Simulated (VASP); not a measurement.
# TePb: single point with r2SCAN

Crystal: TePb.

```xyz
2
Lattice="3.9750 0.0000 0.0000 0.0000 3.9750 0.0000 0.0000 0.0000 3.9750" Properties=species:S:1:pos:R:3 pbc="T T T"
Pb    0.0000    0.0000    0.0000
Te    1.9875    1.9875    1.9875
```

```json
{
  "Program": "VASP 6.6.1",
  "Task": "single point",
  "Functional": "r2SCAN",
  "Potentials or basis": "VASP PAW PBE potentials, release 64 (Pb_d, Te)",
  "Cutoff": "520 eV",
  "k mesh": "4 × 4 × 4",
  "Occupations": "fermi-dirac, width 0.02 eV",
  "Spin": "no spin polarisation",
  "Dipole correction": "no",
  "Further INCAR settings": "ALGO = Normal; EDIFF = 1e-07; NBANDS = 17"
}
```

```
Pressure               : 1.3 GPa
Band gap on the k mesh : zero (bands 10 and 11 overlap by 1.26 eV)
```

Levels at points of the mesh, in eV from the Fermi level:
```csv
k point,band 6,band 7,band 8,band 9,band 10,band 11,band 12,band 13,band 14,band 15
"(0.00, 0.00, 0.00)",-12.86,-7.00,-1.83,-1.83,-1.83,4.31,4.31,5.51,5.51,5.51
"(0.50, 0.00, 0.00)",-11.34,-9.65,-0.87,-0.29,-0.29,0.37,2.30,2.30,5.68,7.27
"(0.50, 0.50, 0.00)",-10.51,-8.43,-4.77,-4.77,0.11,3.55,3.93,3.93,6.56,7.29
"(0.50, 0.50, 0.50)",-10.08,-7.65,-2.74,-2.74,-2.74,-1.16,-1.16,-1.16,14.77,14.77
```

Wall time 81 s on 1 thread of AMD EPYC 7R13, on a shared host, peak memory 0.14 GiB.

Caveat: the k points lie up to 0.40 Å⁻¹ apart, too coarse for converged energies and pressures of a metal; the structure was generated, so it needn't be the stable form of TePb; the PAW data sets were made with another functional, which shifts forces and pressure a little; spin-orbit coupling is left out, which moves the levels of the heavy elements.
